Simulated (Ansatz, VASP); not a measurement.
**One calculation of Be2C3, two programs**

```xyz
5
Lattice="-1.6701 2.8924 3.1828 1.6701 -2.8924 3.1828 1.6701 2.8924 -3.1828" Properties=species:S:1:pos:R:3 pbc="T T T"
Be    1.6701    0.8384    0.0000
Be    0.0000    2.0540    3.1828
C     2.5182    0.0000    0.0000
C     0.8219    0.0000    0.0000
C     0.0000    0.0000    3.1828
```

Alike in both runs: task single point; functional PBE; k mesh 6 × 6 × 6; occupations gaussian, width 0.1 eV; collinear spin.

|  | VASP | Ansatz |
| --- | --- | --- |
| version | VASP 6.6.1 | Ansatz 0.2.0 |
| potentials or method | VASP PAW PBE potentials, release 64 (Be, C), cutoff 520 eV | scalar-relativistic, plane waves, PAW |
| valence electrons in the cell | 16 | 16 |

```csv
,VASP,Ansatz,Ansatz less VASP
gap on the k mesh at the Fermi level (eV),none,none,-
rms of the force components (eV/Å),17.914,17.604,-0.3105
net moment per atom (μB),0.00,0.28,+0.281
size of the moment on the site where the two differ most (μB),0.00,0.82,+0.816
```

The net moments are unlike, so the other rows may belong to different states. Site moments also hang on the region over which each program counts them. Atom by atom the forces differ by 0.314 eV/Å (rms over components). A gap of «none» marks a metal or a gap that the smearing closes.

The k mesh is coarse, so the values compare programs but aren't converged.
